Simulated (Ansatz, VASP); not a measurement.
SnSe2 in VASP and in Ansatz

```xyz
3
Lattice="3.8110 0.0000 0.0000 -1.9055 3.3004 0.0000 0.0000 0.0000 6.1360" Properties=species:S:1:pos:R:3 pbc="T T T"
Sn    0.0000    0.0000    0.0000
Se    1.9055    1.1001    4.6081
Se    0.0000    2.2003    1.5279
```

Alike in both runs: task electric field gradients; functional PBE; k mesh 8 × 8 × 5; occupations fermi-dirac, width 0.05 eV; no spin polarisation.

```csv
,VASP,Ansatz
version,VASP 6.6.1,Ansatz 0.2.0
potentials or method,"VASP PAW PBE potentials, release 64 (Sn_d, Se), cutoff 400 eV",all-electron PAW datasets made for the crystal
```

Ansatz gave:

| Property | Result |
| --- | --- |
| gap on the k mesh at the Fermi level (eV) | 0.81 |
| least direct gap on the mesh (eV) | 1.11 |
| pressure (GPa) | 5.5 |
| traceless stress, the component that is largest in VASP (GPa) | 0.99 |
| rms of the force components (eV/Å) | 0.370 |
| size of Vzz on the site where it differs most (V/Å²) | 100.2 |

Question: What did VASP give for the same quantities?

Answer: gap on the k mesh at the Fermi level (eV): 0.81; least direct gap on the mesh (eV): 1.09; pressure (GPa): 5.6; traceless stress, the component that is largest in VASP (GPa): 1.00; rms of the force components (eV/Å): 0.379; size of Vzz on the site where it differs most (V/Å²): 96.6.

Atom by atom the forces differ by 0.009 eV/Å (rms over components). Ansatz ran all-electron here, and VASP with PAW potentials.
